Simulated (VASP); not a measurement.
# CuO (C2/c) in VASP: single point with PBE+U

Aim: the single point of CuO with PBE+U.

All numbers are computed with VASP 6.6.1; they aren't measurements. Logs are shortened: lines on timing, memory, paths and dates and some standing lists are left out, and cuts for length are marked.

## 1. The cell of the first run

Symmetry: C2/c, No. 15, monoclinic system. The conventional cell has a = 4.684 Å, b = 3.423 Å, c = 5.129 Å, α = 90.00°, β = 99.54°, γ = 90.00°. Cu (site symmetry -1) has 4 O at 1.96 Å within 2.6 Å. O (site symmetry 2) has 4 Cu at 1.96 Å within 2.6 Å.

## 2. Single point, PBE+U, collinear spin, ferromagnetic start

INCAR reads:

```
PREC     = Accurate       # precision mode
ENCUT    = 520            # plane-wave cutoff, eV
EDIFF    = 1E-6           # SCF threshold, eV
ISMEAR   = 0              # smearing method
SIGMA    = 0.01           # smearing width, eV
LREAL    = F              # projectors in reciprocal space
LASPH    = T              # aspherical terms in the spheres
NELM     = 150            # most SCF steps
ALGO     = Normal         # electronic algorithm
ISIF     = 2              # what is computed and relaxed
LWAVE    = F              # write WAVECAR
LCHARG   = F              # write CHGCAR
ISPIN    = 2              # spin polarisation
MAGMOM   = 1 1 0 0        # initial moments
LORBIT   = 11             # projections on sites
NUPDOWN  = 2.0            # fixed moment
LMAXMIX  = 4              # l up to which the mixer works
LDAU     = T              # DFT+U
LDAUTYPE = 2            
LDAUL    = 2 -1           # shell
LDAUU    = 8 0            # U, eV
LDAUJ    = 0 0          
LDAUPRINT= 1            
GGA      = PE             # functional
NBANDS   = 29             # bands
```

KPOINTS reads:

```
regular mesh
0
Gamma
  8 8 5
```

POSCAR reads:

```
CuO
1.0
    2.3420000000     -1.7115000000      0.0000000000
    2.3420000000      1.7115000000      0.0000000000
   -0.8500605740      0.0000000000      5.0580666287
Cu O
2 2
Direct
    0.0000000000      0.5000000000      0.0000000000
    0.5000000000      0.0000000000      0.5000000000
    0.5845942259      0.4154057741      0.2500000000
    0.4154057741      0.5845942259      0.7500000000
```

Potentials or basis: VASP PAW PBE potentials, release 64 (Cu, O).

The run is started by

```sh
$ cat potpaw_PBE.64/Cu/POTCAR potpaw_PBE.64/O/POTCAR > POTCAR
$ mpirun -np 1 vasp_std > vasp.out
```

OUTCAR:

```text
PREC = Accurate
   ENCUT = 520
   EDIFF = 1E-6
   ISMEAR = 0
   LREAL = F
   LASPH = T
   NELM = 150
   ISIF = 2
   ISPIN = 2
   LORBIT = 11
   NUPDOWN = 2.0
   GGA = PE

 ion  position               nearest neighbor table
   1  0.000  0.500  0.000-   3 1.96   4 1.96   4 1.96   3 1.96
   2  0.500  0.000  0.500-   4 1.96   3 1.96   4 1.96   3 1.96
   3  0.585  0.415  0.250-   2 1.96   1 1.96   2 1.96   1 1.96
   4  0.415  0.585  0.750-   1 1.96   2 1.96   2 1.96   1 1.96

  LATTYP: Found a base centered monoclinic cell.
 ALAT       =     4.6840000000
 B/A-ratio  =     0.7307856533
 C/A-ratio  =     1.0950042699
 COS(beta)  =    -0.1657361228

  Lattice vectors:

 A1 = (   2.3420000000,  -1.7115000000,   0.0000000000)
 A2 = (   2.3420000000,   1.7115000000,   0.0000000000)
 A3 = (  -0.8500605740,   0.0000000000,   5.0580666287)

Analysis of symmetry for initial positions (statically):
=====================================================================
 Subroutine PRICEL returns:
 Original cell was already a primitive cell.

 Routine SETGRP: Setting up the symmetry group for a
 base centered monoclinic supercell.

 Subroutine GETGRP returns: Found  4 space group operations
 (whereof  2 operations were pure point group operations)
 out of a pool of  4 trial point group operations.

The static configuration has the point symmetry S_2 .
 The point group associated with its full space group is C_2h.

Analysis of symmetry for dynamics (positions and initial velocities):
=====================================================================
 Subroutine PRICEL returns:
 Original cell was already a primitive cell.

 Routine SETGRP: Setting up the symmetry group for a
 base centered monoclinic supercell.

 Subroutine GETGRP returns: Found  4 space group operations
 (whereof  2 operations were pure point group operations)
 out of a pool of  4 trial point group operations.

The dynamic configuration has the point symmetry S_2 .
 The point group associated with its full space group is C_2h.

Analysis of structural, dynamic, and magnetic symmetry:
=====================================================================
 Subroutine PRICEL returns:
 Original cell was already a primitive cell.

 Routine SETGRP: Setting up the symmetry group for a
 base centered monoclinic supercell.

 Subroutine GETGRP returns: Found  4 space group operations
 (whereof  2 operations were pure point group operations)
 out of a pool of  4 trial point group operations.

The overall configuration has the point symmetry S_2 .
 The point group associated with its full space group is C_2h.

 Subroutine INISYM returns: Found  4 space group operations
 (whereof  2 operations are pure point group operations),
 and found     1 'primitive' translations

----------------------------------------------------------------------------------------

                                     Primitive cell

  volume of cell :      40.5488

  direct lattice vectors                    reciprocal lattice vectors
     2.342000000 -1.711500000  0.000000000     0.213492741 -0.292141396  0.035879670
     2.342000000  1.711500000  0.000000000     0.213492741  0.292141396  0.035879670
    -0.850060574  0.000000000  5.058066629     0.000000000  0.000000000  0.197703999

  length of vectors
     2.900723401  2.900723401  5.129000000     0.363611189  0.363611189  0.197703999

  position of ions in fractional coordinates (direct lattice)
     1.000000000  0.500000000  0.000000000
     0.500000000  1.000000000  0.500000000
     0.584594226  0.415405774  0.250000000
     0.415405774  0.584594226  0.750000000

  ion indices of the primitive-cell ions
   primitive index   ion index
                 1           1
                 2           2
[... 98 lines left out ...]
   LORBIT       =     11    0 simple, 1 ext, 2 COOP (PROOUT), +10 PAW based schemes
 LDA+U is selected, type is set to LDAUTYPE =  2
   angular momentum for each species LDAUL =     2   -1
   U (eV)           for each species LDAUU =   8.0  0.0
   J (eV)           for each species LDAUJ =   0.0  0.0
   GGA     = PE    functional components
   LHFCALC =     F    Hartree Fock is set to
   AEXX    =    0.0000 exact exchange contribution
   IVDW    =     0    specifies the selected vdW correction
   LEPSILON=     F    determine dielectric tensor
   LRPA    =     F    only Hartree local field effects (RPA)
 spin polarized calculation
 Gauss-broadening in eV      SIGMA  =   0.01
  energy-cutoff  :      520.00
  volume of cell :       40.55
 maximum number of plane-waves:      1129
 NGX is ok and might be reduce to    24
   NGX = 11   NGY = 11   NGZ = 19

atom =   1  type =  1  l = 2

 onsite density matrix

spin component  1

  0.9777  0.0020  0.0053 -0.0054  0.0008
  0.0020  0.9997 -0.0007 -0.0260  0.0086
  0.0053 -0.0007  0.9827  0.0001 -0.0009
 -0.0054 -0.0260  0.0001  1.0164 -0.0126
  0.0008  0.0086 -0.0009 -0.0126  0.9858

spin component  2

  0.9652 -0.0421  0.0072  0.0554 -0.0198
 -0.0421  0.7717  0.0011  0.2922 -0.0994
  0.0072  0.0011  0.9804 -0.0022 -0.0004
  0.0554  0.2922 -0.0022  0.5640  0.1402
 -0.0198 -0.0994 -0.0004  0.1402  0.9304

 occupancies and eigenvectors

  o =  0.3023  v =  0.0000  0.0000  0.0000  0.0000  0.0000 -0.1085 -0.5529  0.0044  0.7823 -0.2655      0.0000  0.0000  0.0000  0.0000  0.0000  0.0000  0.0000  0.0000  0.0000  0.0000
  o =  0.9685  v =  0.0000  0.0000  0.0000  0.0000  0.0000  0.8456  0.1085 -0.4870  0.1875 -0.0272      0.0000  0.0000  0.0000  0.0000  0.0000  0.0000  0.0000  0.0000  0.0000  0.0000
  o =  0.9738  v =  0.8484  0.0735 -0.4999  0.1571  0.0171  0.0000  0.0000  0.0000  0.0000  0.0000      0.0000  0.0000  0.0000  0.0000  0.0000  0.0000  0.0000  0.0000  0.0000  0.0000
  o =  0.9773  v =  0.0000  0.0000  0.0000  0.0000  0.0000 -0.0161 -0.4058 -0.2809 -0.5232 -0.6946      0.0000  0.0000  0.0000  0.0000  0.0000  0.0000  0.0000  0.0000  0.0000  0.0000
  o =  0.9785  v =  0.0000  0.0000  0.0000  0.0000  0.0000 -0.0962  0.6974  0.1240  0.2583 -0.6499      0.0000  0.0000  0.0000  0.0000  0.0000  0.0000  0.0000  0.0000  0.0000  0.0000
  o =  0.9803  v = -0.0121 -0.5751 -0.3050 -0.5834 -0.4855  0.0000  0.0000  0.0000  0.0000  0.0000      0.0000  0.0000  0.0000  0.0000  0.0000  0.0000  0.0000  0.0000  0.0000  0.0000
  o =  0.9817  v = -0.0649  0.5693 -0.0157  0.1227 -0.8102  0.0000  0.0000  0.0000  0.0000  0.0000      0.0000  0.0000  0.0000  0.0000  0.0000  0.0000  0.0000  0.0000  0.0000  0.0000
  o =  0.9851  v =  0.0000  0.0000  0.0000  0.0000  0.0000  0.5134 -0.1775  0.8176 -0.1115 -0.1549      0.0000  0.0000  0.0000  0.0000  0.0000  0.0000  0.0000  0.0000  0.0000  0.0000
  o =  0.9864  v = -0.5179  0.1577 -0.8104  0.1236  0.1867  0.0000  0.0000  0.0000  0.0000  0.0000      0.0000  0.0000  0.0000  0.0000  0.0000  0.0000  0.0000  0.0000  0.0000  0.0000
  o =  1.0401  v = -0.0879 -0.5612  0.0035  0.7776 -0.2696  0.0000  0.0000  0.0000  0.0000  0.0000      0.0000  0.0000  0.0000  0.0000  0.0000  0.0000  0.0000  0.0000  0.0000  0.0000

atom =   2  type =  1  l = 2

 onsite density matrix

spin component  1

  0.9777  0.0020 -0.0053  0.0054 -0.0008
  0.0020  0.9997  0.0007  0.0260 -0.0086
 -0.0053  0.0007  0.9827  0.0001 -0.0009
  0.0054  0.0260  0.0001  1.0164 -0.0126
 -0.0008 -0.0086 -0.0009 -0.0126  0.9858

spin component  2

  0.9652 -0.0421 -0.0072 -0.0554  0.0198
 -0.0421  0.7717 -0.0011 -0.2922  0.0994
 -0.0072 -0.0011  0.9804 -0.0022 -0.0004
 -0.0554 -0.2922 -0.0022  0.5640  0.1402
  0.0198  0.0994 -0.0004  0.1402  0.9304

 occupancies and eigenvectors

  o =  0.3023  v =  0.0000  0.0000  0.0000  0.0000  0.0000  0.1085  0.5529  0.0044  0.7823 -0.2655      0.0000  0.0000  0.0000  0.0000  0.0000  0.0000  0.0000  0.0000  0.0000  0.0000
  o =  0.9685  v =  0.0000  0.0000  0.0000  0.0000  0.0000 -0.8456 -0.1085 -0.4870  0.1875 -0.0272      0.0000  0.0000  0.0000  0.0000  0.0000  0.0000  0.0000  0.0000  0.0000  0.0000
  o =  0.9738  v =  0.8484  0.0735  0.4999 -0.1571 -0.0171  0.0000  0.0000  0.0000  0.0000  0.0000      0.0000  0.0000  0.0000  0.0000  0.0000  0.0000  0.0000  0.0000  0.0000  0.0000
  o =  0.9773  v =  0.0000  0.0000  0.0000  0.0000  0.0000  0.0161  0.4058 -0.2809 -0.5232 -0.6946      0.0000  0.0000  0.0000  0.0000  0.0000  0.0000  0.0000  0.0000  0.0000  0.0000
  o =  0.9785  v =  0.0000  0.0000  0.0000  0.0000  0.0000  0.0962 -0.6974  0.1240  0.2583 -0.6499      0.0000  0.0000  0.0000  0.0000  0.0000  0.0000  0.0000  0.0000  0.0000  0.0000
  o =  0.9803  v =  0.0121  0.5751 -0.3050 -0.5834 -0.4855  0.0000  0.0000  0.0000  0.0000  0.0000      0.0000  0.0000  0.0000  0.0000  0.0000  0.0000  0.0000  0.0000  0.0000  0.0000
  o =  0.9817  v =  0.0649 -0.5693 -0.0157  0.1227 -0.8102  0.0000  0.0000  0.0000  0.0000  0.0000      0.0000  0.0000  0.0000  0.0000  0.0000  0.0000  0.0000  0.0000  0.0000  0.0000
  o =  0.9851  v =  0.0000  0.0000  0.0000  0.0000  0.0000 -0.5134  0.1775  0.8176 -0.1115 -0.1549      0.0000  0.0000  0.0000  0.0000  0.0000  0.0000  0.0000  0.0000  0.0000  0.0000
  o =  0.9864  v = -0.5179  0.1577  0.8104 -0.1236 -0.1867  0.0000  0.0000  0.0000  0.0000  0.0000      0.0000  0.0000  0.0000  0.0000  0.0000  0.0000  0.0000  0.0000  0.0000  0.0000
  o =  1.0401  v =  0.0879  0.5612  0.0035  0.7776 -0.2696  0.0000  0.0000  0.0000  0.0000  0.0000      0.0000  0.0000  0.0000  0.0000  0.0000  0.0000  0.0000  0.0000  0.0000  0.0000

 number of electron      34.0000001 magnetization       2.0000001

 Free energy of the ion-electron system (eV)
  ---------------------------------------------------
  ext. energy  EPLUGINS =         0.00000000
  ---------------------------------------------------
  free energy    TOTEN  =       -15.53238340 eV

  energy without entropy =      -15.53238340  energy(sigma->0) =      -15.53238340

 E-fermi :   3.8675     XC(G=0): -11.8358

 val. band max:        5.0014163609   @ k =   0.5000   0.5000   0.0000
 cond. band min:       6.4575149575   @ k =   0.2500  -0.0000   0.4000
 fundamental gap:      1.4560985966
 Fermi energy:         5.0869476521

 spin component 1

 k-point     1 :       0.0000    0.0000    0.0000
  band No.  band energies     occupation
      1     -14.0349      1.00000
      2     -12.6251      1.00000
      3      -3.6920      1.00000
      4      -3.4259      1.00000
      5      -3.2975      1.00000
      6      -1.6260      1.00000
[... 1529 lines left out ...]
     28      25.1873      0.00000
     29      26.6659      0.00000

 [... further k-points ...]
[... 5 lines left out ...]
  --------------------------------------------------------------------------------------
  -------------------------------------------------------------------------------------
  Total        0.4142784      0.3558297      0.4310539      0.0000000      0.0000000      0.0778262
  in kB       16.3690907     14.0596489     17.0319270      0.0000000      0.0000000      3.0750918
  external PRESSURE =      15.8202222 kB  Pullay stress =       0.0000000 kB

 VOLUME and BASIS-vectors are now :
 -----------------------------------------------------------------------------
  energy-cutoff  :      520.00
  volume of cell :       40.55
      direct lattice vectors                 reciprocal lattice vectors
     2.342000000 -1.711500000  0.000000000     0.213492741 -0.292141396  0.035879670
     2.342000000  1.711500000  0.000000000     0.213492741  0.292141396  0.035879670
    -0.850060574  0.000000000  5.058066629     0.000000000  0.000000000  0.197703999

 POSITION                                       TOTAL-FORCE (eV/Angst)
 -----------------------------------------------------------------------------------
      1.17100      0.85575      0.00000        -0.000000      0.000000      0.000000
      0.74597     -0.85575      2.52903        -0.000000      0.000000      0.000000
      2.12948     -0.28957      1.26452        -0.000000      0.002495      0.000000
      1.70445      0.28957      3.79355         0.000000     -0.002495      0.000000
 -----------------------------------------------------------------------------------
    total drift:                               -0.000000     -0.000000     -0.000000

  FREE ENERGIE OF THE ION-ELECTRON SYSTEM (eV)
  ---------------------------------------------------
  free  energy   TOTEN  =       -15.5323833958 eV

  energy  without entropy=      -15.5323833958  energy(sigma->0) =      -15.53238340

 total charge

# of ion       s       p       d       tot
------------------------------------------
    1        0.375   0.394   9.152   9.921
    2        0.375   0.394   9.152   9.921
    3        1.553   3.461   0.000   5.015
    4        1.553   3.461   0.000   5.015
--------------------------------------------------
tot          3.857   7.710  18.304  29.872

 magnetization (x)

# of ion       s       p       d       tot
------------------------------------------
    1       -0.001   0.004   0.750   0.753
    2       -0.001   0.004   0.750   0.753
    3        0.016   0.205   0.000   0.221
    4        0.016   0.205   0.000   0.221
--------------------------------------------------
tot          0.030   0.418   1.500   1.948
```

Run time: 5.3 min. Hardware: 1 thread of AMD EPYC 7R43 (Zen 3), shared host; peak memory 0.24 GiB.

What came out:

- Free energy: -15.5324 eV
- Pressure: 1.6 GPa
- Net moment: 2.00 μB per cell
- Site moments: Cu +0.75; O +0.22 μB
- Valence electrons inside the program's atomic spheres: Cu 9.92; O 5.01

Forces in eV/Å, atoms in the order of the input:
```
Cu   0.000  0.000  0.000
Cu   0.000  0.000  0.000
O    0.000  0.002  0.000
O    0.000 -0.002  0.000
```

Eigenvalues of the final occupation matrices:
| site | spin | trace | eigenvalues |
| --- | --- | --- | --- |
| site 1 d | 1 | 4.96 | 0.97 0.98 0.98 0.99 1.04 |
| site 1 d | 2 | 4.21 | 0.30 0.97 0.98 0.98 0.99 |
| site 2 d | 1 | 4.96 | 0.97 0.98 0.98 0.99 1.04 |
| site 2 d | 2 | 4.21 | 0.30 0.97 0.98 0.98 0.99 |

Caveat: the total moment is fixed, so each spin has its own Fermi level.
